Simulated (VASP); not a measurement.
# NbH2 (Fm-3m) in VASP: single point with r2SCAN

Aim: the single point of NbH2 with r2SCAN.

Program: VASP 6.6.1. These are calculated values, not measurements. Logs are shortened: lines on timing, memory, paths and dates and some standing lists are left out, and cuts for length are marked.

## Step 1: The cell of the first run

It takes space group Fm-3m (No. 225, cubic). Conventional cell: a = 4.564 Å, b = 4.564 Å, c = 4.564 Å, α = 90.00°, β = 90.00°, γ = 90.00°. Nb (site symmetry m-3m) has 8 H at 1.98 Å within 2.6 Å. Within 2.6 Å of H (site symmetry -43m) lie 4 Nb at 1.98 Å and 6 H at 2.28 Å.

## Step 2: Single point, r2SCAN

POSCAR reads:

```
NbH2
1.0
    0.0000000000      2.2821289900      2.2821289900
    2.2821289900      0.0000000000      2.2821289900
    2.2821289900      2.2821289900      0.0000000000
Nb H
1 2
Direct
    0.0000000000      0.0000000000      0.0000000000
    0.2500000000      0.2500000000      0.2500000000
    0.7500000000      0.7500000000      0.7500000000
```

INCAR.step1 reads:

```
PREC     = Accurate       # precision mode
ENCUT    = 520            # plane-wave cutoff, eV
ISMEAR   = -1             # smearing method
SIGMA    = 0.0134         # smearing width, eV
LREAL    = False          # projectors in reciprocal space
LASPH    = True           # aspherical terms in the spheres
NELM     = 60             # most SCF steps
NBANDS   = 14             # bands
GGA      = PE             # functional
ALGO     = Normal         # electronic algorithm
EDIFF    = 1E-4           # SCF threshold, eV
LWAVE    = True           # write WAVECAR
LCHARG   = False          # write CHGCAR
```

INCAR.step2 reads:

```
PREC     = Accurate       # precision mode
ENCUT    = 520            # plane-wave cutoff, eV
EDIFF    = 1E-6           # SCF threshold, eV
ISMEAR   = -1             # smearing method
SIGMA    = 0.0134         # smearing width, eV
LREAL    = False          # projectors in reciprocal space
LASPH    = True           # aspherical terms in the spheres
NELM     = 60             # most SCF steps
ALGO     = Normal         # electronic algorithm
ISIF     = 2              # what is computed and relaxed
LWAVE    = False          # write WAVECAR
LCHARG   = False          # write CHGCAR
METAGGA  = R2SCAN         # meta-GGA
LMIXTAU  = True         
NBANDS   = 14             # bands
ISTART   = 1
```

KPOINTS reads:

```
regular mesh
0
Gamma
  13 13 13
```

Potentials or basis: VASP PAW PBE potentials, release 64 (Nb_sv, H).

Started as:

```console
cat potpaw_PBE.64/Nb_sv/POTCAR potpaw_PBE.64/H/POTCAR > POTCAR
cp INCAR.step1 INCAR
mpirun -np 1 vasp_std > vasp.out
cp INCAR.step2 INCAR
mpirun -np 1 vasp_std > vasp.out
```

OUTCAR:

```text
PREC = Accurate
   ENCUT = 520
   EDIFF = 1E-6
   ISMEAR = -1
   LREAL = False
   LASPH = True
   NELM = 60
   ISIF = 2
   METAGGA = R2SCAN
   ISTART = 1

 ion  position               nearest neighbor table
   1  0.000  0.000  0.000-
   2  0.250  0.250  0.250-
   3  0.750  0.750  0.750-

  LATTYP: Found a face centered cubic cell.
 ALAT       =     4.5642579800

  Lattice vectors:

 A1 = (   0.0000000000,   2.2821289900,   2.2821289900)
 A2 = (   2.2821289900,   0.0000000000,   2.2821289900)
 A3 = (   2.2821289900,   2.2821289900,   0.0000000000)

Analysis of symmetry for initial positions (statically):
=====================================================================
 Subroutine PRICEL returns:
 Original cell was already a primitive cell.

 Routine SETGRP: Setting up the symmetry group for a
 face centered cubic supercell.

 Subroutine GETGRP returns: Found 48 space group operations
 (whereof 48 operations were pure point group operations)
 out of a pool of 48 trial point group operations.

The static configuration has the point symmetry O_h .

Analysis of symmetry for dynamics (positions and initial velocities):
=====================================================================
 Subroutine PRICEL returns:
 Original cell was already a primitive cell.

 Routine SETGRP: Setting up the symmetry group for a
 face centered cubic supercell.

 Subroutine GETGRP returns: Found 48 space group operations
 (whereof 48 operations were pure point group operations)
 out of a pool of 48 trial point group operations.

The dynamic configuration has the point symmetry O_h .

 Subroutine INISYM returns: Found 48 space group operations
 (whereof 48 operations are pure point group operations),
 and found     1 'primitive' translations

----------------------------------------------------------------------------------------

                                     Primitive cell

  volume of cell :      23.7712

  direct lattice vectors                    reciprocal lattice vectors
     0.000000000  2.282128990  2.282128990    -0.219093663  0.219093663  0.219093663
     2.282128990  0.000000000  2.282128990     0.219093663 -0.219093663  0.219093663
     2.282128990  2.282128990  0.000000000     0.219093663  0.219093663 -0.219093663

  length of vectors
     3.227417769  3.227417769  3.227417769     0.379481356  0.379481356  0.379481356

  position of ions in fractional coordinates (direct lattice)
     0.000000000  0.000000000  0.000000000
[... 85 lines left out ...]
   NFREE  =      0    steps in history (QN), initial steepest desc. (CG)
   ISIF   =      2    stress and relaxation
   ISYM   =      2    0-nonsym 1-usesym 2-fastsym
   POTIM  = 0.5000    time-step for ionic-motion
   TEBEG  =    0.0;   TEEND  =   0.0 temperature during run
   PSTRESS=    0.0 pullay stress
   NELECT =      15.0000    total number of electrons
   NUPDOWN=      -1.0000    fix difference up-down
   EMIN   =  10.00;   EMAX   =-10.00  energy-range for DOS
   EFERMI =   0.00;   METHOD = LEGACY
   ISMEAR =    -1;   SIGMA  =   0.01  broadening in eV -4-tet -1-fermi 0-gaus
   EFERMI_NEDOS =   21; number of points for ismear=-14 and -15
   IALGO  =     38    algorithm
   IMIX   =      4    mixing-type and parameters
     AMIX     =   0.40;   BMIX     =  1.00
     AMIX_MAG =   1.60;   BMIX_MAG =  1.00
  volume/ion in A,a.u.               =       7.92        53.47
  Fermi-wavevector in a.u.,A,eV,Ry     =   1.404177  2.653509 26.826769  1.971712
  Thomas-Fermi vector in A             =   2.526764
   LORBIT       =      0    0 simple, 1 ext, 2 COOP (PROOUT), +10 PAW based schemes
   METAGGA = R2SCAN    functional components
   LHFCALC =     F    Hartree Fock is set to
   AEXX    =    0.0000 exact exchange contribution
   IVDW    =     0    specifies the selected vdW correction
   LEPSILON=     F    determine dielectric tensor
   LRPA    =     F    only Hartree local field effects (RPA)
 non-spin polarized calculation
  energy-cutoff  :      520.00
  volume of cell :       23.77
 maximum number of plane-waves:       654
   NGX = 13   NGY = 13   NGZ = 13

 number of electron      15.0000000 magnetization

 Free energy of the ion-electron system (eV)
  ---------------------------------------------------
  ext. energy  EPLUGINS =         0.00000000
  ---------------------------------------------------
  free energy    TOTEN  =       -32.56317715 eV

  energy without entropy =      -32.56201497  energy(sigma->0) =      -32.56259606

 E-fermi :  10.0556     XC(G=0): -12.9350

 val. band max:       10.0515155067   @ k =   0.2308   0.1538   0.0000
 cond. band min:      10.0638697221   @ k =  -0.4615   0.2308   0.0000
 fundamental gap:      0.0123542154
 Fermi energy:        10.0556484764

 k-point     1 :       0.0000    0.0000    0.0000
  band No.  band energies     occupation
      1     -47.2868      2.00000
      2     -22.3322      2.00000
      3     -22.3322      2.00000
      4     -22.3322      2.00000
      5      -1.2851      2.00000
      6       8.5256      2.00000
      7       8.6614      2.00000
      8       8.6614      2.00000
      9       8.6614      2.00000
     10      11.3808      0.00000
     11      11.3808      0.00000
     12      22.8769      0.00000
     13      24.1356      0.00000
     14      24.1356      0.00000
[... 377 lines left out ...]
      1     -47.1923      2.00000
      2     -22.9639      2.00000
      3     -22.5054      2.00000
      4     -22.4559      2.00000
      5       1.6033      2.00000
      6       3.9074      2.00000
      7       8.1140      2.00000
      8       9.4686      2.00000
      9      12.4204      0.00000
     10      12.8481      0.00000
     11      16.4670      0.00000
     12      17.4898      0.00000
     13      20.3786      0.00000
     14      22.3412      0.00000

 [... further k-points ...]
[... 5 lines left out ...]
  --------------------------------------------------------------------------------------
  -------------------------------------------------------------------------------------
  Total       -0.3515247     -0.3515247     -0.3515247     -0.0000000     -0.0000000      0.0000000
  in kB      -23.6927691    -23.6927691    -23.6927691     -0.0000000     -0.0000000      0.0000000
  external PRESSURE =     -23.6927691 kB  Pullay stress =       0.0000000 kB

 VOLUME and BASIS-vectors are now :
 -----------------------------------------------------------------------------
  energy-cutoff  :      520.00
  volume of cell :       23.77
      direct lattice vectors                 reciprocal lattice vectors
     0.000000000  2.282128990  2.282128990    -0.219093663  0.219093663  0.219093663
     2.282128990  0.000000000  2.282128990     0.219093663 -0.219093663  0.219093663
     2.282128990  2.282128990  0.000000000     0.219093663  0.219093663 -0.219093663

 POSITION                                       TOTAL-FORCE (eV/Angst)
 -----------------------------------------------------------------------------------
      0.00000      0.00000      0.00000        -0.000000      0.000000     -0.000000
      1.14106      1.14106      1.14106        -0.000000     -0.000000     -0.000000
      3.42319      3.42319      3.42319         0.000000      0.000000      0.000000
 -----------------------------------------------------------------------------------
    total drift:                               -0.000000      0.000000      0.000000

  FREE ENERGIE OF THE ION-ELECTRON SYSTEM (eV)
  ---------------------------------------------------
  free  energy   TOTEN  =       -32.5631771480 eV

  energy  without entropy=      -32.5620149743  energy(sigma->0) =      -32.56259606
```

OUTCAR.step1:

```text
PREC = Accurate
   ENCUT = 520
   ISMEAR = -1
   LREAL = False
   LASPH = True
   NELM = 60
[... 630 lines left out ...]
      0.00000      0.00000      0.00000         0.000000      0.000000      0.000000
      1.14106      1.14106      1.14106         0.000000     -0.000000      0.000000
      3.42319      3.42319      3.42319        -0.000000      0.000000     -0.000000
 -----------------------------------------------------------------------------------
    total drift:                               -0.000000      0.000000      0.000000

  FREE ENERGIE OF THE ION-ELECTRON SYSTEM (eV)
  ---------------------------------------------------
  free  energy   TOTEN  =       -17.7209064716 eV

  energy  without entropy=      -17.7197865364  energy(sigma->0) =      -17.72034650
```

It took 42 s on 1 thread of Intel Xeon Platinum 8488C (Sapphire Rapids), shared host; peak memory 0.16 GiB.

Results:

| Quantity | Value |
| --- | --- |
| Free energy | -32.5632 eV |
| Pressure | -2.4 GPa |

Levels at points of the mesh, in eV from the Fermi level:
```csv
k point,band 6,band 7,band 8,band 9,band 10,band 11
"(0.00, 0.00, 0.00)",-1.53,-1.39,-1.39,-1.39,1.33,1.33
```

Caveat: the PAW data sets were made with another functional, which shifts forces and pressure a little.
